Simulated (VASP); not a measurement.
Write the native input for VASP 6.6.1 that does the following.

```
Task                   : electric field gradients
Functional             : LDA
Potentials or basis    : VASP PAW LDA potentials, release 64 (Sb, Pt)
Cutoff                 : 520 eV
k mesh                 : 11 × 11 × 8
Occupations            : fermi-dirac, width 0.08 eV
Spin                   : no spin polarisation
Dipole correction      : no
Further INCAR settings : ALGO = Normal; EDIFF = 1e-08; NBANDS = 23
```

The structure of SbPt lies in POSCAR:

```
SbPt
1.0
    4.1299978706      0.0000000000      0.0000000000
   -2.0649989353      3.5766830735      0.0000000000
    0.0000000000      0.0000000000      5.5814400000
Sb Pt
2 2
Direct
    0.3333333333      0.6666666667      0.2500000000
    0.6666666667      0.3333333333      0.7500000000
    0.0000000000      0.0000000000      0.0000000000
    0.0000000000      0.0000000000      0.5000000000
```

This cell differs from its parent crystal: zz strain of +2 %.

These files were run (other wordings do the same):

INCAR

```
PREC     = Accurate       # precision mode
ENCUT    = 520            # plane-wave cutoff, eV
EDIFF    = 1E-8           # SCF threshold, eV
ISMEAR   = -1             # smearing method
SIGMA    = 0.08           # smearing width, eV
LREAL    = False          # projectors in reciprocal space
LASPH    = True           # aspherical terms in the spheres
NELM     = 60             # most SCF steps
ALGO     = Normal         # electronic algorithm
ISIF     = 2              # what is computed and relaxed
LWAVE    = False          # write WAVECAR
LCHARG   = False          # write CHGCAR
LEFG     = True         
NBANDS   = 23             # bands
```

KPOINTS

```
Automatic mesh
0
Gamma
  11 11 8
```

Potentials or basis: VASP PAW LDA potentials, release 64 (Sb, Pt).

Run with:

```sh
$ cat potpaw_LDA.64/Sb/POTCAR potpaw_LDA.64/Pt/POTCAR > POTCAR
$ mpirun -np 1 vasp_std > vasp.out
```

It gave:

| Item | Value |
| --- | --- |
| Pressure | -2.9 GPa |
| Band gap on the k mesh | zero (bands 15 and 16 overlap by 3.89 eV) |
| Largest electric field gradient by atom | Sb +14.5; Pt -95.0 V/Å² |

Caveat: the cell differs from its parent crystal (zz strain of +2 %); without QUAD_EFG the Cq values of the log hold for a quadrupole moment of 1 mb, not for the nuclei; spin-orbit coupling is left out, which moves the levels of the heavy elements.

Wall time 95 s on 1 thread of Intel(R) Xeon(R) Platinum 8259CL CPU @ 2.50GHz (Skylake/Cascade Lake) (shared host), peak memory 0.27 GiB.
